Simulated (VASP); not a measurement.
# ZrAg3 (Pm-3m) in VASP: single point with PBE

Aim: the single point of ZrAg3 with PBE.

All numbers are computed with VASP 6.6.1; they aren't measurements. Logs are shortened: lines on timing, memory, paths and dates and some standing lists are left out, and cuts for length are marked.

### Step 1. The cell of the first run

Symmetry: Pm-3m, No. 221, cubic system. The conventional cell has a = 4.273 Å, b = 4.273 Å, c = 4.273 Å, α = 90.00°, β = 90.00°, γ = 90.00°. Zr (site symmetry m-3m) has 12 Ag at 3.02 Å within 4.0 Å. Ag (site symmetry 4/mmm) has 4 Zr at 3.02 Å and 8 Ag at 3.02 Å within 4.0 Å.

### Step 2. Single point, PBE

File POSCAR:

```
ZrAg3
1.0
    4.2726351013      0.0000000000      0.0000000000
    0.0000000000      4.2726351013      0.0000000000
    0.0000000000      0.0000000000      4.2726351013
Zr Ag
1 3
Direct
    0.0000000000      0.0000000000      0.0000000000
    0.0000000000      0.5000000000      0.5000000000
    0.5000000000      0.5000000000      0.0000000000
    0.5000000000      0.0000000000      0.5000000000
```

File INCAR.step1:

```
SYSTEM = ZrAg3
  PREC = Accurate
  ENCUT = 520
  EDIFF = 1E-7
  ISMEAR = 0
  SIGMA = 0.05
  LREAL = .FALSE.
  LASPH = .TRUE.
  NELM = 80
  ALGO = Fast
  ISIF = 2
  LWAVE = .FALSE.
  LCHARG = .TRUE.
  LMAXMIX = 4
  GGA = PE
  NBANDS = 30
```

File KPOINTS.step1:

```
regular mesh
0
G
  8 8 8
  0 0 0
```

File INCAR.step2:

```
SYSTEM = ZrAg3
  PREC = Accurate
  ENCUT = 520
  EDIFF = 1E-7
  ISMEAR = -5
  SIGMA = 0.05
  LREAL = .FALSE.
  LASPH = .TRUE.
  NELM = 80
  ALGO = Fast
  ISIF = 2
  LWAVE = .FALSE.
  LCHARG = .FALSE.
  LMAXMIX = 4
  GGA = PE
  LORBIT = 11
  NEDOS = 2001
  ICHARG = 11
```

File KPOINTS.step2:

```
regular mesh
0
G
  12 12 12
  0 0 0
```

Potentials or basis: VASP PAW PBE potentials, release 64 (Zr_sv, Ag).

Command:

```console
cat potpaw_PBE.64/Zr_sv/POTCAR potpaw_PBE.64/Ag/POTCAR > POTCAR
cp INCAR.step1 INCAR
cp KPOINTS.step1 KPOINTS
mpirun -np 1 vasp_std > vasp.out
cp INCAR.step2 INCAR
cp KPOINTS.step2 KPOINTS
mpirun -np 1 vasp_std > vasp.out
```

OUTCAR:

```text
SYSTEM = ZrAg3
   PREC = Accurate
   ENCUT = 520
   EDIFF = 1E-7
   ISMEAR = -5
   LREAL = .FALSE.
   LASPH = .TRUE.
   NELM = 80
   ISIF = 2
   GGA = PE
   LORBIT = 11
   ICHARG = 11

 ion  position               nearest neighbor table
   1  0.000  0.000  0.000-   2 3.02   3 3.02   4 3.02   2 3.02   4 3.02   2 3.02   3 3.02   2 3.02
                             3 3.02   4 3.02   4 3.02   3 3.02
   2  0.000  0.500  0.500-   1 3.02   3 3.02   4 3.02   1 3.02   3 3.02   1 3.02   4 3.02   1 3.02
                             3 3.02   4 3.02   3 3.02   4 3.02
   3  0.500  0.500  0.000-   1 3.02   2 3.02   4 3.02   2 3.02   4 3.02   1 3.02   4 3.02   4 3.02
                             1 3.02   2 3.02   2 3.02   1 3.02
   4  0.500  0.000  0.500-   1 3.02   2 3.02   3 3.02   1 3.02   3 3.02   2 3.02   3 3.02   3 3.02
                             1 3.02   2 3.02   1 3.02   2 3.02

  LATTYP: Found a simple cubic cell.
 ALAT       =     4.2726351013

  Lattice vectors:

 A1 = (   4.2726351013,   0.0000000000,   0.0000000000)
 A2 = (   0.0000000000,   4.2726351013,   0.0000000000)
 A3 = (   0.0000000000,   0.0000000000,   4.2726351013)

Analysis of symmetry for initial positions (statically):
=====================================================================
 Subroutine PRICEL returns:
 Original cell was already a primitive cell.

 Routine SETGRP: Setting up the symmetry group for a
 simple cubic supercell.

 Subroutine GETGRP returns: Found 48 space group operations
 (whereof 48 operations were pure point group operations)
 out of a pool of 48 trial point group operations.

The static configuration has the point symmetry O_h .

Analysis of symmetry for dynamics (positions and initial velocities):
=====================================================================
 Subroutine PRICEL returns:
 Original cell was already a primitive cell.

 Routine SETGRP: Setting up the symmetry group for a
 simple cubic supercell.

 Subroutine GETGRP returns: Found 48 space group operations
 (whereof 48 operations were pure point group operations)
 out of a pool of 48 trial point group operations.

The dynamic configuration has the point symmetry O_h .

 Subroutine INISYM returns: Found 48 space group operations
 (whereof 48 operations are pure point group operations),
 and found     1 'primitive' translations

----------------------------------------------------------------------------------------

                                     Primitive cell

  volume of cell :      77.9987

  direct lattice vectors                    reciprocal lattice vectors
     4.272635101  0.000000000  0.000000000     0.234047602  0.000000000  0.000000000
     0.000000000  4.272635101  0.000000000     0.000000000  0.234047602  0.000000000
     0.000000000  0.000000000  4.272635101     0.000000000  0.000000000  0.234047602

  length of vectors
     4.272635101  4.272635101  4.272635101     0.234047602  0.234047602  0.234047602

  position of ions in fractional coordinates (direct lattice)
     0.000000000  0.000000000  0.000000000
     0.000000000  0.500000000  0.500000000
     0.500000000  0.500000000  0.000000000
     0.500000000  0.000000000  0.500000000

  ion indices of the primitive-cell ions
   primitive index   ion index
                 1           1
                 2           2
                 3           3
                 4           4

----------------------------------------------------------------------------------------

 KPOINTS: regular mesh

Automatic generation of k-mesh.
 Grid dimensions read from file:
 generate k-points for:   12   12   12

 Generating k-lattice:

  Cartesian coordinates                     Fractional coordinates (reciprocal lattice)
     0.019503967  0.000000000  0.000000000     0.083333333  0.000000000  0.000000000
     0.000000000  0.019503967  0.000000000     0.000000000  0.083333333  0.000000000
     0.000000000  0.000000000  0.019503967     0.000000000  0.000000000  0.083333333

  Length of vectors
     0.019503967  0.019503967  0.019503967

  Shift w.r.t. Gamma in fractional coordinates (k-lattice)
     0.000000000  0.000000000  0.000000000

 TETIRR: Found    854 inequivalent tetrahedra from    10368

 Subroutine IBZKPT returns following result:
 ===========================================

 Found     84 irreducible k-points:

 Following reciprocal coordinates:
            Coordinates               Weight
  0.000000  0.000000  0.000000      1.000000
  0.083333  0.000000  0.000000      6.000000
  0.166667  0.000000  0.000000      6.000000
  0.250000  0.000000  0.000000      6.000000
  0.333333  0.000000  0.000000      6.000000
  0.416667  0.000000  0.000000      6.000000
[... 16 lines left out ...]
  0.333333  0.333333  0.000000     12.000000
  0.416667  0.333333  0.000000     24.000000
 [... further k-points ...]
   k-points           NKPTS =     84   k-points in BZ     NKDIM =     84   number of bands    NBANDS=     27
   number of dos      NEDOS =   2001   number of ions     NIONS =      4
   total plane-waves  NPLWV =  32768
   dimension x,y,z NGX =    32 NGY =   32 NGZ =   32
   dimension x,y,z NGXF=    64 NGYF=   64 NGZF=   64
   ions per type =               1   3
   NGX,Y,Z   is equivalent  to a cutoff of  12.45, 12.45, 12.45 a.u.
   NGXF,Y,Z  is equivalent  to a cutoff of  24.90, 24.90, 24.90 a.u.
 SYSTEM =  ZrAg3
   PREC   = accura    normal or accurate (medium, high low for compatibility)
   ISTART =      0    job   : 0-new  1-cont  2-samecut
   ICHARG =     11    charge: 1-file 2-atom 10-const
   ISPIN  =      1    spin polarized calculation?
   LNONCOLLINEAR =      F non collinear calculations
   LSORBIT =      F    spin-orbit coupling
   LASPH  =      T    aspherical Exc in radial PAW
   ENCUT  =  520.0 eV  38.22 Ry    6.18 a.u.   7.94  7.94  7.94*2*pi/ulx,y,z
   NELM   =     80;   NELMIN=  2; NELMDL=  0     # of ELM steps
   EDIFF  = 0.1E-06   stopping-criterion for ELM
   LREAL  =      F    real-space projection
   EDIFFG = 0.1E-05   stopping-criterion for IOM
   NSW    =      0    number of steps for IOM
   IBRION =     -1    ionic relax: 0-MD 1-quasi-New 2-CG
   NFREE  =      0    steps in history (QN), initial steepest desc. (CG)
   ISIF   =      2    stress and relaxation
   ISYM   =      2    0-nonsym 1-usesym 2-fastsym
   POTIM  = 0.5000    time-step for ionic-motion
   TEBEG  =    0.0;   TEEND  =   0.0 temperature during run
   PSTRESS=    0.0 pullay stress
   NELECT =      45.0000    total number of electrons
   NUPDOWN=      -1.0000    fix difference up-down
   EMIN   =  10.00;   EMAX   =-10.00  energy-range for DOS
   EFERMI =   0.00;   METHOD = LEGACY
   ISMEAR =    -5;   SIGMA  =   0.05  broadening in eV -4-tet -1-fermi 0-gaus
   EFERMI_NEDOS =   21; number of points for ismear=-14 and -15
   IALGO  =     68    algorithm
   IMIX   =      4    mixing-type and parameters
     AMIX     =   0.40;   BMIX     =  1.00
     AMIX_MAG =   1.60;   BMIX_MAG =  1.00
  volume/ion in A,a.u.               =      19.50       131.59
  Fermi-wavevector in a.u.,A,eV,Ry     =   1.362856  2.575424 25.271129  1.857376
  Thomas-Fermi vector in A             =   2.489309
   LORBIT       =     11    0 simple, 1 ext, 2 COOP (PROOUT), +10 PAW based schemes
   GGA     = PE    functional components
   LHFCALC =     F    Hartree Fock is set to
   AEXX    =    0.0000 exact exchange contribution
   IVDW    =     0    specifies the selected vdW correction
   LEPSILON=     F    determine dielectric tensor
   LRPA    =     F    only Hartree local field effects (RPA)
 non-spin polarized calculation
 RMM-DIIS sequential band-by-band and
 Fermi weights with tetrahedron method with Bloechl corrections
  energy-cutoff  :      520.00
  volume of cell :       78.00
 maximum number of plane-waves:      2176
 NGX is ok and might be reduce to    32

 number of electron      44.9999970 magnetization

 Free energy of the ion-electron system (eV)
  ---------------------------------------------------
  ext. energy  EPLUGINS =         0.00000000
  ---------------------------------------------------
  free energy    TOTEN  =       -15.93844763 eV

  energy without entropy =      -15.93844763  energy(sigma->0) =      -15.93844763

 E-fermi :   8.2131     XC(G=0): -11.6156

 val. band max:        8.2081317088   @ k =   0.5000   0.1667   0.1667
 cond. band min:       8.1579826046   @ k =   0.5000   0.5000   0.5000
 fundamental gap:     -0.0501491042
 Fermi energy:         8.2130864922

 k-point     1 :       0.0000    0.0000    0.0000
  band No.  band energies     occupation
      1     -41.6608      2.00000
      2     -19.6278      2.00000
      3     -19.6278      2.00000
      4     -19.6278      2.00000
      5       1.1236      2.00000
      6       2.2875      2.00000
[... 19 lines left out ...]
     26      10.4019      0.00000
     27      10.4019      0.00000

 k-point     2 :       0.0833    0.0000    0.0000
  band No.  band energies     occupation
      1     -41.6607      2.00000
      2     -19.6300      2.00000
      3     -19.6279      2.00000
      4     -19.6279      2.00000
      5       1.1941      2.00000
      6       2.3144      2.00000
[... 19 lines left out ...]
     26      10.3930      0.00000
     27      10.7767      0.00000

 k-point     3 :       0.1667    0.0000    0.0000
  band No.  band energies     occupation
      1     -41.6605      2.00000
      2     -19.6359      2.00000
      3     -19.6281      2.00000
      4     -19.6281      2.00000
      5       1.4016      2.00000
      6       2.3896      2.00000
[... 19 lines left out ...]
     26      10.3687      0.00000
     27      11.3875      0.00000

 k-point     4 :       0.2500    0.0000    0.0000
  band No.  band energies     occupation
      1     -41.6602      2.00000
      2     -19.6441      2.00000
      3     -19.6285      2.00000
      4     -19.6285      2.00000
      5       1.7309      2.00000
      6       2.4988      2.00000
[... 19 lines left out ...]
     26      10.3359      0.00000
     27      12.0832      0.00000

 k-point     5 :       0.3333    0.0000    0.0000
  band No.  band energies     occupation
      1     -41.6599      2.00000
      2     -19.6522      2.00000
      3     -19.6289      2.00000
      4     -19.6289      2.00000
      5       2.1414      2.00000
      6       2.6245      2.00000
[... 19 lines left out ...]
     26      10.3039      0.00000
     27      12.8313      0.00000

 k-point     6 :       0.4167    0.0000    0.0000
  band No.  band energies     occupation
      1     -41.6597      2.00000
      2     -19.6582      2.00000
      3     -19.6291      2.00000
      4     -19.6291      2.00000
      5       2.5015      2.00000
      6       2.7745      2.00000
[... 444 lines left out ...]
      1     -41.6592      2.00000
      2     -19.6556      2.00000
      3     -19.6421      2.00000
      4     -19.6297      2.00000
      5       2.8608      2.00000
      6       2.9034      2.00000
[... 19 lines left out ...]
     26       9.9124      0.00000
     27      11.6546      0.00000

 k-point    22 :       0.5000    0.2500    0.0000
  band No.  band energies     occupation
      1     -41.6592      2.00000
      2     -19.6575      2.00000
      3     -19.6420      2.00000
      4     -19.6298      2.00000
      5       2.9514      2.00000
      6       2.9930      2.00000
[... 19 lines left out ...]
     26       9.8512      0.00000
     27      11.8472      0.00000

 k-point    23 :       0.3333    0.3333    0.0000
  band No.  band energies     occupation
      1     -41.6592      2.00000
      2     -19.6506      2.00000
      3     -19.6480      2.00000
      4     -19.6298      2.00000
      5       2.7966      2.00000
      6       2.8658      2.00000
[... 19 lines left out ...]
     26      10.0323      0.00000
     27      11.1845      0.00000

 k-point    24 :       0.4167    0.3333    0.0000
  band No.  band energies     occupation
      1     -41.6590      2.00000
      2     -19.6543      2.00000
      3     -19.6485      2.00000
      4     -19.6300      2.00000
      5       2.9313      2.00000
      6       3.0296      2.00000
[... 19 lines left out ...]
     26       9.9107      0.00000
     27      11.2383      0.00000

 [... further k-points ...]

------------------------ aborting loop because EDIFF is reached ----------------------------------------

  FORCE on cell =-STRESS in cart. coord.  units (eV):
  Direction    XX          YY          ZZ          XY          YZ          ZX
  --------------------------------------------------------------------------------------
  -------------------------------------------------------------------------------------
  Total       -0.4099287     -0.4099287     -0.4099287     -0.0000000     -0.0000000      0.0000000
  in kB       -8.4203771     -8.4203771     -8.4203771     -0.0000000     -0.0000000      0.0000000
  external PRESSURE =      -8.4203771 kB  Pullay stress =       0.0000000 kB

 VOLUME and BASIS-vectors are now :
 -----------------------------------------------------------------------------
  energy-cutoff  :      520.00
  volume of cell :       78.00
      direct lattice vectors                 reciprocal lattice vectors
     4.272635101  0.000000000  0.000000000     0.234047602  0.000000000  0.000000000
     0.000000000  4.272635101  0.000000000     0.000000000  0.234047602  0.000000000
     0.000000000  0.000000000  4.272635101     0.000000000  0.000000000  0.234047602

 POSITION                                       TOTAL-FORCE (eV/Angst)
 -----------------------------------------------------------------------------------
      0.00000      0.00000      0.00000         0.000000      0.000000      0.000000
      0.00000      2.13632      2.13632         0.000000      0.000000      0.000000
      2.13632      2.13632      0.00000         0.000000      0.000000      0.000000
      2.13632      0.00000      2.13632         0.000000      0.000000      0.000000
 -----------------------------------------------------------------------------------
    total drift:                                0.000000     -0.000000     -0.000000

  FREE ENERGIE OF THE ION-ELECTRON SYSTEM (eV)
  ---------------------------------------------------
  free  energy   TOTEN  =       -15.9384476324 eV

  energy  without entropy=      -15.9384476324  energy(sigma->0) =      -15.93844763

 total charge

# of ion       s       p       d       tot
------------------------------------------
    1        2.179   5.976   1.417   9.572
    2        0.497   0.302   9.087   9.886
    3        0.497   0.302   9.087   9.886
    4        0.497   0.302   9.087   9.886
--------------------------------------------------
tot          3.671   6.882  28.678  39.231
```

It took 5.8 min on 1 thread of Oxide Virtual Turin-like, shared host; peak memory 0.25 GiB.

What came out:

```
Valence electrons inside the program's atomic spheres : Zr 9.57; Ag 9.89
```
